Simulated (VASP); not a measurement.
BaTiO3, 5 atoms in the cell. It takes space group P4/mmm (No. 123, tetragonal). Conventional cell: a = 3.950 Å, b = 3.950 Å, c = 4.049 Å, α = 90.00°, β = 90.00°, γ = 90.00°. Ba (site symmetry 4/mmm) has 12 O at 2.79 to 2.83 Å and 8 Ti at 3.45 Å within 3.7 Å. Ti (site symmetry 4/mmm) has 6 O at 1.98 to 2.02 Å within 2.6 Å. Within 2.7 Å of O (site symmetry 4/mmm) lie 2 Ti at 2.02 Å. Within 2.6 Å of O (site symmetry mmm) lie 2 Ti at 1.98 Å.  This cell differs from its parent crystal: uniaxial strain along a: +2.0 %.

| Quantity | Value |
| --- | --- |
| Program | VASP 6.6.1 |
| Task | single point |
| Functional | PBEsol |
| Potentials or basis | VASP PAW PBE potentials, release 64 (Ba_sv, Ti_sv, O) |
| Cutoff | 520 eV |
| k mesh | 8 × 8 × 8 |
| Occupations | gaussian, width 0.02 eV |
| Spin | no spin polarisation |
| Dipole correction | no |
| Further INCAR settings | ALGO = Normal; EDIFF = 1e-07; NBANDS = 28 |

Potentials or basis: VASP PAW PBE potentials, release 64 (Ba_sv, Ti_sv, O).

Launch:

```sh
$ cat potpaw_PBE.64/Ba_sv/POTCAR potpaw_PBE.64/Ti_sv/POTCAR potpaw_PBE.64/O/POTCAR > POTCAR
$ mpirun -np 1 vasp_std > vasp.out
```

Hardware: 1 thread of Intel(R) Xeon(R) 6975P-C (Granite Rapids), on a shared host.

Question: Estimate the wall time of this run.

Answer: Run time: 100 s on 1 thread of Intel(R) Xeon(R) 6975P-C (Granite Rapids), with other jobs on the host, peak memory 0.26 GiB. Counts: scf iterations 17, k points 75.
